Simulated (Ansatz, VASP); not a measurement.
## Two plane-wave programs on AlGa2P3

Contents of POSCAR:

```
AlGa2P3
1.0
    3.8613787749      0.0000000000      0.0000000000
   -1.9306893874      3.3440521127      0.0000000000
    0.0000000000      0.0000000000      9.4588095150
Al Ga P
1 2 3
Direct
    0.0000000000      0.0000000000     -0.0003012040
    0.6666666667      0.3333333333      0.6662995613
    0.3333333333      0.6666666667      0.3338614981
    0.6666666667      0.3333333333      0.9166244687
    0.3333333333      0.6666666667      0.5832781658
    0.0000000000      0.0000000000      0.2502375099
```

File INCAR.step1:

```
SYSTEM = AlGa2P3
PREC = Accurate
ENCUT = 520
ISMEAR = 0
SIGMA = 0.01
LREAL = .FALSE.
LASPH = .TRUE.
NELM = 100
NBANDS = 31
GGA = PE
ALGO = Normal
EDIFF = 1E-4
LWAVE = .TRUE.
LCHARG = .FALSE.
```

File INCAR.step2:

```
SYSTEM = AlGa2P3
PREC = Accurate
ENCUT = 520
EDIFF = 1E-6
ISMEAR = 0
SIGMA = 0.01
LREAL = .FALSE.
LASPH = .TRUE.
NELM = 100
ALGO = Normal
ISIF = 2
LWAVE = .FALSE.
LCHARG = .FALSE.
METAGGA = R2SCAN
LMIXTAU = .TRUE.
NBANDS = 31
ISTART = 1
```

The input KPOINTS:

```
Automatic mesh
0
G
  12 12 4
  0 0 0
```

Input for Ansatz:

```yaml
crystal:
  lattice:
    - [3.8613787749, 0.0, 0.0]
    - [-1.9306893874, 3.3440521127, 0.0]
    - [0.0, 0.0, 9.458809515]
  atoms:
    - { symbol: Al, position: [0.0, 0.0, -0.000301204] }
    - { symbol: Ga, position: [0.6666666667, 0.3333333333, 0.6662995613] }
    - { symbol: Ga, position: [0.3333333333, 0.6666666667, 0.3338614981] }
    - { symbol: P, position: [0.6666666667, 0.3333333333, 0.9166244687] }
    - { symbol: P, position: [0.3333333333, 0.6666666667, 0.5832781658] }
    - { symbol: P, position: [0.0, 0.0, 0.2502375099] }
kpoints:
  mp_grid: { grid: [12, 12, 4] }
  band_path:
    path:
      - [0.0, 0.0, 0.0]
      - [0.5, 0.0, 0.0]
      - [0.3333333333, 0.3333333333, 0.0]
      - [0.0, 0.0, 0.5]
      - [0.5, 0.0, 0.5]
      - [0.3333333333, 0.3333333333, 0.5]
      - [0.0, 0.5, 0.0]
    npoints: 1
hamiltonian:
  xc: r2scan
scf:
  occupations: { method: fixed }
  n_extra_bands: 5
output:
  forces: true
  stress: true
  eigenvalues: true
  write_density: true
  write_potential: true
  elf: true
  volumetric_format: npy
```

Alike in both runs: task single point; functional r2SCAN; k mesh 12 × 12 × 4; no spin polarisation.

```csv
,VASP,Ansatz
version,VASP 6.6.1,Ansatz 0.2.0
potentials or method,"VASP PAW PBE potentials, release 64 (Al, Ga_d, P)","plane waves, PAW"
plane-wave cutoff (eV),520,500
occupations,"gaussian, width 0.01 eV",fixed
valence electrons in the cell,44,44
```

|  | VASP | Ansatz | Ansatz less VASP |
| --- | --- | --- | --- |
| gap on the k mesh at the Fermi level (eV) | 1.88 | 1.88 | -0.003 |
| pressure (GPa) | -0.1 | 0.0 | +0.14 |
| rms of the force components (eV/Å) | 0.007 | 0.002 | -0.0054 |

VASP's potentials were made for PBE, not for r2SCAN. Atom by atom the forces differ by 0.008 eV/Å (rms over components).
